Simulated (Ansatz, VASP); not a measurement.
Si: VASP beside Ansatz

File INCAR:

```
SYSTEM = Si
PREC = Accurate
ENCUT = 520
EDIFF = 1E-6
ISMEAR = 0
SIGMA = 0.05
LREAL = .FALSE.
LASPH = .TRUE.
NELM = 100
ALGO = Normal
ISIF = 2
LWAVE = .FALSE.
LCHARG = .TRUE.
GGA = PE
LELF = .TRUE.
LVHAR = .TRUE.
NBANDS = 11
```

File KPOINTS:

```
regular mesh
0
G
  10 10 10
  0 0 0
```

POSCAR

```
Si
1.0
    0.0000000000      2.6716644366      2.8052476584
    2.6716644366      0.0000000000      2.8052476584
    2.6716644366      2.6716644366      0.0000000000
Si
2
Direct
    0.5000000000      0.5000000000      0.5000000000
    0.7500000000      0.7500000000      0.7500000000
```

Input for Ansatz:

```yaml
crystal:
  lattice:
    - [0.0, 2.6716644366, 2.8052476584]
    - [2.6716644366, 0.0, 2.8052476584]
    - [2.6716644366, 2.6716644366, 0.0]
  atoms:
    - { symbol: Si, position: [0.5, 0.5, 0.5] }
    - { symbol: Si, position: [0.75, 0.75, 0.75] }
basis:
  ecutwfc: 420
kpoints:
  mp_grid: { grid: [10, 10, 10] }
hamiltonian:
  xc: pbe
scf:
  occupations: { method: gaussian, width: 0.05 }
output:
  forces: true
  stress: true
  eigenvalues: true
```

Alike in both runs: task single point; functional PBE; k mesh 10 × 10 × 10; occupations gaussian, width 0.05 eV; no spin polarisation.

|  | VASP | Ansatz |
| --- | --- | --- |
| version | VASP 6.6.1 | Ansatz 0.2.0 |
| potentials or method | VASP PAW PBE potentials, release 64 (Si), cutoff 520 eV | scalar-relativistic, plane waves, PAW |
| valence electrons in the cell | 8 | 8 |

|  | VASP | Ansatz | Ansatz less VASP |
| --- | --- | --- | --- |
| gap on the k mesh at the Fermi level (eV) | 0.32 | 0.32 | -0.003 |
| least direct gap on the mesh (eV) | 2.40 | 2.39 | -0.005 |
| pressure (GPa) | 1.9 | 1.9 | +0.08 |
| traceless stress, the component that is largest in VASP (GPa) | -3.40 | -3.39 | +0.010 |
